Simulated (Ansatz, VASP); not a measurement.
**One calculation of Cu, two programs**

Contents of INCAR:

```
SYSTEM = Cu
  PREC = Accurate
  ENCUT = 520
  EDIFF = 1E-7
  ISMEAR = -1
  SIGMA = 0.05
  LREAL = .FALSE.
  LASPH = .TRUE.
  NELM = 80
  ALGO = Normal
  ISIF = 2
  LWAVE = .FALSE.
  LCHARG = .FALSE.
  LDIPOL = .TRUE.
  IDIPOL = 3
  DIPOL = 0.5 0.5 0.500
  NBANDS = 24
```

The input KPOINTS:

```
regular mesh
0
G
  17 17 1
  0 0 0
```

POSCAR

```
Cu
1.0
    2.4873748555      0.0000000000      0.0000000000
   -1.2436874278      2.1541298136      0.0000000000
    0.0000000000      0.0000000000     20.0619000000
Cu
3
Direct
    0.1666666665      0.3333333335      0.3987666640
    0.5000000005      0.9999999995      0.4999999997
    0.8333333335      0.6666666665      0.6012333360
```

Input for Ansatz:

```yaml
crystal:
  lattice:
    - [2.4873748555, 0.0, 0.0]
    - [-1.2436874278, 2.1541298136, 0.0]
    - [0.0, 0.0, 20.0619]
  atoms:
    - { symbol: Cu, position: [0.1666666665, 0.3333333335, 0.398766664] }
    - { symbol: Cu, position: [0.5000000005, 0.9999999995, 0.4999999997] }
    - { symbol: Cu, position: [0.8333333335, 0.6666666665, 0.601233336] }
kpoints:
  mp_grid: { grid: [17, 17, 1] }
scf:
  occupations: { method: fermi_dirac, width: 0.05 }
hamiltonian:
  xc: lda
  pseudopotentials: { kind: paw }
output:
  forces: true
  stress: true
  eigenvalues: true
  populations: true
efield:
  axis: 3
  amplitude: 0
  dipole_correction: true
```

Alike in both runs: task single point; functional LDA; k mesh 17 × 17 × 1; occupations fermi-dirac, width 0.05 eV; no spin polarisation.

|  | VASP | Ansatz |
| --- | --- | --- |
| version | VASP 6.6.1 | Ansatz 0.2.0 |
| potentials or method | VASP PAW LDA potentials, release 64 (Cu) | PAW with Ansatz's default frozen-core files, scalar-relativistic |
| plane-wave cutoff (eV) | 520 | 420 |
| valence electrons in the cell | 33 | 57 |

|  | VASP | Ansatz | Ansatz less VASP |
| --- | --- | --- | --- |
| rms of the force components (eV/Å) | 0.058 | 0.073 | +0.0143 |

LDA's correlation is that of Perdew and Zunger in VASP and of Perdew and Wang (1992) in Ansatz. Atom by atom the forces differ by 0.014 eV/Å (rms over components). VASP's potentials hold 33 valence electrons a cell and Ansatz's 57, so a difference there can come from the potentials and not from the codes.
